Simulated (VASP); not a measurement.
A run of VASP 6.6.1:

INCAR

```
SYSTEM = Si
PREC = Accurate ; ENCUT = 520
EDIFF = 1E-7 ; ISMEAR = 0
SIGMA = 0.15 ; LREAL = .FALSE.
LASPH = .TRUE. ; NELM = 100
ALGO = Normal ; ISIF = 2
LWAVE = .FALSE. ; LCHARG = .FALSE.
NBANDS = 8
```

KPOINTS

```
Automatic mesh
0
G
  24 24 24
  0 0 0
```

File POSCAR:

```
Si
1.0
    2.6476187667      0.0000000000      0.0000000000
   -1.3238093834      2.2251345171      0.0000000000
    0.0000000000      0.0000000000      2.4707612611
Si
1
Direct
    0.0000000000      0.0000000000      0.0000000000
```

Potentials or basis: VASP PAW LDA potentials, release 64 (Si).

Run with:

```bash
$ cat potpaw_LDA.64/Si/POTCAR > POTCAR
$ mpirun -np 1 vasp_std > vasp.out
```

Hardware: 1 thread of Intel(R) Xeon(R) Platinum 8259CL CPU @ 2.50GHz (Skylake/Cascade Lake), on a shared host.

Problem. Estimate the wall time of this run.

Solution. It took 2.6 min on 1 thread of Intel(R) Xeon(R) Platinum 8259CL CPU @ 2.50GHz (Skylake/Cascade Lake), on a shared host, peak memory 0.29 GiB. Counts: scf iterations 11, k points 2041.
